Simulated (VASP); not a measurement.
# ZnSe (F-43m) in VASP: further runs

Runs on ZnSe. Level: PBEsol. Tasks: single point.

Everything below comes from runs of VASP 6.6.1. Logs are shortened: lines on timing, memory, paths and dates and some standing lists are left out, and cuts for length are marked.

### Step 1. The cell of the first run

The structure is cubic, space group F-43m (No. 216). Conventional cell: a = 5.751 Å, b = 5.751 Å, c = 5.751 Å, α = 90.00°, β = 90.00°, γ = 90.00°. Zn (site symmetry -43m) has 4 Se at 2.49 Å within 3.3 Å. Within 3.3 Å of Se (site symmetry -43m) lie 4 Zn at 2.49 Å.

### Step 2. Single point, PBEsol (Hg replaced by Zn, lengths x 0.976, strained)

File INCAR:

```
SYSTEM = ZnSe
ALGO = Normal
EDIFF = 1E-6
ENCUT = 500
GGA = PS
GGA_COMPAT = .FALSE.
ISIF = 2
ISMEAR = 0
LASPH = .TRUE.
LCHARG = .FALSE.
LREAL = .FALSE.
LWAVE = .FALSE.
NBANDS = 16
NELM = 120
PREC = Accurate
SIGMA = 0.1
```

File KPOINTS:

```
k-points
0
G
  6 6 6
  0 0 0
```

File POSCAR:

```
ZnSe
1.0
    0.0000000000      2.8753363257      2.8753363257
    2.8753363257      0.0000000000      2.8753363257
    2.8753363257      2.8753363257      0.0000000000
Zn Se
1 1
Direct
    0.0000000000      0.0000000000      0.0000000000
    0.7500000000      0.7500000000      0.7500000000
```

Potentials or basis: VASP PAW PBE potentials, release 64 (Zn, Se).

Run with:

```console
> cat potpaw_PBE.64/Zn/POTCAR potpaw_PBE.64/Se/POTCAR > POTCAR
> mpirun -np 1 vasp_std > vasp.out
```

OUTCAR:

```text
SYSTEM = ZnSe
   EDIFF = 1E-6
   ENCUT = 500
   GGA = PS
   ISIF = 2
   ISMEAR = 0
   LASPH = .TRUE.
   LREAL = .FALSE.
   NELM = 120
   PREC = Accurate

 ion  position               nearest neighbor table
   1  0.000  0.000  0.000-   2 2.49   2 2.49   2 2.49   2 2.49
   2  0.750  0.750  0.750-   1 2.49   1 2.49   1 2.49   1 2.49

  LATTYP: Found a face centered cubic cell.
 ALAT       =     5.7506726514

  Lattice vectors:

 A1 = (   0.0000000000,   2.8753363257,   2.8753363257)
 A2 = (   2.8753363257,   0.0000000000,   2.8753363257)
 A3 = (   2.8753363257,   2.8753363257,   0.0000000000)

Analysis of symmetry for initial positions (statically):
=====================================================================
 Subroutine PRICEL returns:
 Original cell was already a primitive cell.

 Routine SETGRP: Setting up the symmetry group for a
 face centered cubic supercell.

 Subroutine GETGRP returns: Found 24 space group operations
 (whereof 24 operations were pure point group operations)
 out of a pool of 48 trial point group operations.

The static configuration has the point symmetry T_d .

Analysis of symmetry for dynamics (positions and initial velocities):
=====================================================================
 Subroutine PRICEL returns:
 Original cell was already a primitive cell.

 Routine SETGRP: Setting up the symmetry group for a
 face centered cubic supercell.

 Subroutine GETGRP returns: Found 24 space group operations
 (whereof 24 operations were pure point group operations)
 out of a pool of 48 trial point group operations.

The dynamic configuration has the point symmetry T_d .

 Subroutine INISYM returns: Found 24 space group operations
 (whereof 24 operations are pure point group operations),
 and found     1 'primitive' translations

----------------------------------------------------------------------------------------

                                     Primitive cell

  volume of cell :      47.5440

  direct lattice vectors                    reciprocal lattice vectors
     0.000000000  2.875336326  2.875336326    -0.173892701  0.173892701  0.173892701
     2.875336326  0.000000000  2.875336326     0.173892701 -0.173892701  0.173892701
     2.875336326  2.875336326  0.000000000     0.173892701  0.173892701 -0.173892701

  length of vectors
     4.066339628  4.066339628  4.066339628     0.301190993  0.301190993  0.301190993

[... 70 lines left out ...]
   NELM   =    120;   NELMIN=  2; NELMDL= -5     # of ELM steps
   EDIFF  = 0.1E-05   stopping-criterion for ELM
   LREAL  =      F    real-space projection
   EDIFFG = 0.1E-04   stopping-criterion for IOM
   NSW    =      0    number of steps for IOM
   IBRION =     -1    ionic relax: 0-MD 1-quasi-New 2-CG
   NFREE  =      0    steps in history (QN), initial steepest desc. (CG)
   ISIF   =      2    stress and relaxation
   ISYM   =      2    0-nonsym 1-usesym 2-fastsym
   POTIM  = 0.5000    time-step for ionic-motion
   TEBEG  =    0.0;   TEEND  =   0.0 temperature during run
   PSTRESS=    0.0 pullay stress
   NELECT =      18.0000    total number of electrons
   NUPDOWN=      -1.0000    fix difference up-down
   EMIN   =  10.00;   EMAX   =-10.00  energy-range for DOS
   EFERMI =   0.00;   METHOD = LEGACY
   ISMEAR =     0;   SIGMA  =   0.10  broadening in eV -4-tet -1-fermi 0-gaus
   EFERMI_NEDOS =   21; number of points for ismear=-14 and -15
   IALGO  =     38    algorithm
   IMIX   =      4    mixing-type and parameters
     AMIX     =   0.40;   BMIX     =  1.00
     AMIX_MAG =   1.60;   BMIX_MAG =  1.00
  volume/ion in A,a.u.               =      23.77       160.42
  Fermi-wavevector in a.u.,A,eV,Ry     =   1.184314  2.238030 19.083540  1.402601
  Thomas-Fermi vector in A             =   2.320531
   LORBIT       =      0    0 simple, 1 ext, 2 COOP (PROOUT), +10 PAW based schemes
   GGA     = PS    functional components
   LHFCALC =     F    Hartree Fock is set to
   AEXX    =    0.0000 exact exchange contribution
   IVDW    =     0    specifies the selected vdW correction
   LEPSILON=     F    determine dielectric tensor
   LRPA    =     F    only Hartree local field effects (RPA)
 non-spin polarized calculation
 Gauss-broadening in eV      SIGMA  =   0.10
  energy-cutoff  :      500.00
  volume of cell :       47.54
 maximum number of plane-waves:      1243
 NGX is ok and might be reduce to    30
   NGX = 15   NGY = 15   NGZ = 15

 number of electron      18.0000013 magnetization

 Free energy of the ion-electron system (eV)
  ---------------------------------------------------
  ext. energy  EPLUGINS =         0.00000000
  ---------------------------------------------------
  free energy    TOTEN  =        -6.73899963 eV

  energy without entropy =       -6.73899963  energy(sigma->0) =       -6.73899963

 E-fermi :   1.5647     XC(G=0):  -9.3275

 val. band max:        1.1283295200   @ k =   0.0000   0.0000   0.0000
 cond. band min:       2.1277565597   @ k =   0.0000   0.0000   0.0000
 fundamental gap:      0.9994270397
 Fermi energy:         1.5646968664

 k-point     1 :       0.0000    0.0000    0.0000
  band No.  band energies     occupation
      1     -11.8858      2.00000
      2      -5.2797      2.00000
      3      -5.2797      2.00000
      4      -5.2797      2.00000
      5      -4.9468      2.00000
      6      -4.9468      2.00000
[... 281 lines left out ...]
      3      -5.0858      2.00000
      4      -5.0173      2.00000
      5      -4.9332      2.00000
      6      -4.7037      2.00000
[... 8 lines left out ...]
     15      14.6103      0.00000
     16      14.9503      0.00000

------------------------ aborting loop because EDIFF is reached ----------------------------------------

  FORCE on cell =-STRESS in cart. coord.  units (eV):
  Direction    XX          YY          ZZ          XY          YZ          ZX
  --------------------------------------------------------------------------------------
  -------------------------------------------------------------------------------------
  Total       -0.9728478     -0.9728478     -0.9728478      0.0000000      0.0000000     -0.0000000
  in kB      -32.7838172    -32.7838172    -32.7838172      0.0000000      0.0000000     -0.0000000
  external PRESSURE =     -32.7838172 kB  Pullay stress =       0.0000000 kB

 VOLUME and BASIS-vectors are now :
 -----------------------------------------------------------------------------
  energy-cutoff  :      500.00
  volume of cell :       47.54
      direct lattice vectors                 reciprocal lattice vectors
     0.000000000  2.875336326  2.875336326    -0.173892701  0.173892701  0.173892701
     2.875336326  0.000000000  2.875336326     0.173892701 -0.173892701  0.173892701
     2.875336326  2.875336326  0.000000000     0.173892701  0.173892701 -0.173892701

 POSITION                                       TOTAL-FORCE (eV/Angst)
 -----------------------------------------------------------------------------------
      0.00000      0.00000      0.00000         0.000000      0.000000     -0.000000
      4.31300      4.31300      4.31300        -0.000000     -0.000000      0.000000
 -----------------------------------------------------------------------------------
    total drift:                                0.000000      0.000000      0.000000

  FREE ENERGIE OF THE ION-ELECTRON SYSTEM (eV)
  ---------------------------------------------------
  free  energy   TOTEN  =        -6.7389996338 eV

  energy  without entropy=       -6.7389996338  energy(sigma->0) =       -6.73899963
```

stdout:

```text
POSCAR found type information on POSCAR ZnSe
 POSCAR found :  2 types and       2 ions
 scaLAPACK will be used
 -----------------------------------------------------------------------------
|                                                                             |
|                                                                             |
|     You enforced a specific xc type in the INCAR file but a different       |
|     I HOPE YOU KNOW WHAT YOU ARE DOING!                                     |
|                                                                             |
 -----------------------------------------------------------------------------

 LDA part: xc-table for (Slater+PW92), standard interpolation
 POSCAR, INCAR and KPOINTS ok, starting setup
 FFT: planning ... GRIDC
 FFT: planning ... GRID_SOFT
 FFT: planning ... GRID
 WAVECAR not read
 entering main loop
```

It took 6.3 s on 1 thread of Intel Xeon 6975P-C (Granite Rapids), shared host; peak memory 0.17 GiB.

What came out:

```
Free energy            : -6.7390 eV
Pressure               : -3.3 GPa
Band gap on the k mesh : 1.00 eV, direct
```

Caveat: the cell differs from its parent crystal (Hg replaced by Zn, lengths x 0.976, strained); the PAW data sets were made with another functional, which shifts forces and pressure a little.

### Step 3. Single point, PBEsol (Hg replaced by Zn, lengths x 0.976, strained)

File INCAR:

```
SYSTEM = ZnSe
ALGO = Normal ; EDIFF = 1E-6
ENCUT = 500 ; GGA = PS
GGA_COMPAT = .FALSE. ; ISIF = 2
ISMEAR = 0 ; LASPH = .TRUE.
LCHARG = .FALSE. ; LREAL = .FALSE.
LWAVE = .FALSE. ; NBANDS = 16
NELM = 120 ; PREC = Accurate
SIGMA = 0.02
```

File KPOINTS:

```
k-points
0
G
  8 8 8
  0 0 0
```

POSCAR is that of step 2.

Potentials or basis: VASP PAW PBE potentials, release 64 (Zn, Se).

Run with:

```console
> cat potpaw_PBE.64/Zn/POTCAR potpaw_PBE.64/Se/POTCAR > POTCAR
> mpirun -np 1 vasp_std > vasp.out
```

Run time: 9.3 s. Hardware: 1 thread of Intel Xeon 6975P-C (Granite Rapids), shared host; peak memory 0.17 GiB.

Results (log left out):

* Free energy: -6.7445 eV
* Pressure: -3.3 GPa
* Band gap on the k mesh: 1.00 eV, direct

Levels at points of the mesh, in eV from the valence-band top:
```tsv
k point	band 6	band 7	band 8	band 9	band 10	band 11	band 12	band 13
(0.00, 0.00, 0.00)	-6.07	0.00	0.00	0.00	1.00	5.74	5.74	5.74
(0.50, 0.00, 0.00)	-5.93	-5.01	-0.81	-0.81	2.37	6.31	6.31	8.28
(0.50, 0.50, 0.00)	-5.91	-4.60	-2.06	-2.06	2.94	3.37	10.29	10.87
```

Caveat: the cell differs from its parent crystal (Hg replaced by Zn, lengths x 0.976, strained); the PAW data sets were made with another functional, which shifts forces and pressure a little.

### Step 4. Single point, PBEsol

File INCAR:

```
SYSTEM = ZnSe
  ALGO = Normal
  EDIFF = 1E-6
  ENCUT = 500
  GGA = PS
  GGA_COMPAT = .False.
  ISIF = 2
  ISMEAR = 1
  LASPH = .True.
  LCHARG = .False.
  LREAL = .False.
  LWAVE = .False.
  NBANDS = 16
  NELM = 120
  PREC = Accurate
  SIGMA = 0.02
```

File KPOINTS:

```
k-points
0
Gamma
  8 8 8
  0 0 0
```

POSCAR is that of step 3.

Run with:

```console
> cat potpaw_PBE.64/Zn/POTCAR potpaw_PBE.64/Se/POTCAR > POTCAR
> mpirun -np 1 vasp_std > vasp.out
```

Run time: 9.3 s. Hardware: 1 thread of Intel Xeon 6975P-C (Granite Rapids), shared host; peak memory 0.17 GiB.

Results (log left out):

```
Free energy            : -6.7445 eV
Pressure               : -3.3 GPa
Band gap on the k mesh : 1.00 eV, direct
```

Levels at points of the mesh, in eV from the valence-band top:
```csv
k point,band 7,band 8,band 9,band 10,band 11,band 12
"(0.00, 0.00, 0.00)",0.00,0.00,0.00,1.00,5.74,5.74
"(0.50, 0.00, 0.00)",-5.01,-0.81,-0.81,2.37,6.31,6.31
"(0.50, 0.50, 0.00)",-4.60,-2.06,-2.06,2.94,3.37,10.29
```

Caveat: the PAW data sets were made with another functional, which shifts forces and pressure a little.

### Step 5. Overview

```tsv
k mesh	smearing	gap on the mesh (eV)	pressure (GPa)
6 × 6 × 6	gaussian 0.1 eV	1.00	-3.3
8 × 8 × 8	gaussian 0.02 eV	1.00	-3.3
8 × 8 × 8	methfessel-paxton 0.02 eV	1.00	-3.3
```

Alike in all rows: task single point; level PBEsol; potentials or basis VASP PAW PBE potentials, release 64 (Zn, Se); no spin polarisation; cell as given; cutoff (eV) 500.

Caveats: the PAW data sets were made with another functional, which shifts forces and pressure a little.

Absolute energies hang on the potentials; compare differences alone.
